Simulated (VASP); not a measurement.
Pb, 1 atom in the cell. Symmetry: I4/mmm, No. 139, tetragonal system. The conventional cell has a = 3.959 Å, b = 3.959 Å, c = 3.999 Å, α = 90.00°, β = 90.00°, γ = 90.00°. Pb (site symmetry 4/mmm) has 14 Pb at 3.44 to 4.00 Å within 4.5 Å. 

```yaml
Program: VASP 6.6.1
Task: single point
Functional: PBEsol
Potentials_or_basis: VASP PAW PBE potentials, release 64 (Pb_d)
Cutoff: 520 eV
k_mesh: 8 × 8 × 8
Occupations: fermi-dirac, width 0.05 eV
Spin: no spin polarisation
Dipole_correction: no
Further_INCAR_settings: ALGO = Fast; EDIFF = 1e-06; NBANDS = 13
```

Potentials or basis: VASP PAW PBE potentials, release 64 (Pb_d).

Launch:

```sh
$ cat potpaw_PBE.64/Pb_d/POTCAR > POTCAR
$ mpirun -np 1 vasp_std > vasp.out
```

Hardware: 1 thread of Intel Xeon 8259CL, on a shared host.

Task: Estimate the wall time of this run.

Result: Run time: 40 s on 1 thread of Intel Xeon 8259CL (shared host), peak memory 0.16 GiB. Counts: scf iterations 13, k points 59.
